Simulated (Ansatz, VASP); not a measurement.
CdH6 in VASP and in Ansatz

```
CELL_PARAMETERS angstrom
0.00000 3.01766 3.01766
3.01766 0.00000 3.01766
3.01766 3.01766 0.00000
ATOMIC_POSITIONS crystal
Cd 0.50000 0.50000 0.50000
H 0.58818 0.91182 0.91182
H 0.91182 0.58818 0.58818
H 0.91182 0.91182 0.58818
H 0.58818 0.58818 0.91182
H 0.58818 0.91182 0.58818
H 0.91182 0.58818 0.91182
```

Alike in both runs: functional PBE; k mesh 8 × 8 × 8; occupations gaussian, width 0.02 eV; no spin polarisation.

Ansatz relaxed the structure, and its values are those at the end. VASP's run is a single point on that final structure, the one shown.

|  | VASP | Ansatz |
| --- | --- | --- |
| version | VASP 6.6.1 | Ansatz 0.2.0 |
| potentials or method | VASP PAW PBE potentials, release 64 (Cd, H), cutoff 520 eV | scalar-relativistic, plane waves, PAW |
| valence electrons in the cell | 18 | 26 |

|  | VASP | Ansatz | Ansatz less VASP |
| --- | --- | --- | --- |
| gap on the k mesh at the Fermi level (eV) | 1.21 | 1.21 | +0.003 |
| least direct gap on the mesh (eV) | 1.43 | 1.42 | -0.008 |
| pressure (GPa) | 0.1 | 0.0 | -0.08 |
| rms of the force components (eV/Å) | 0.004 | 0.001 | -0.0032 |

With one functional, cell and mesh, what is left measures potentials, basis and numerics. VASP's potentials hold 18 valence electrons a cell and Ansatz's 26, so a difference there can come from the potentials and not from the codes.
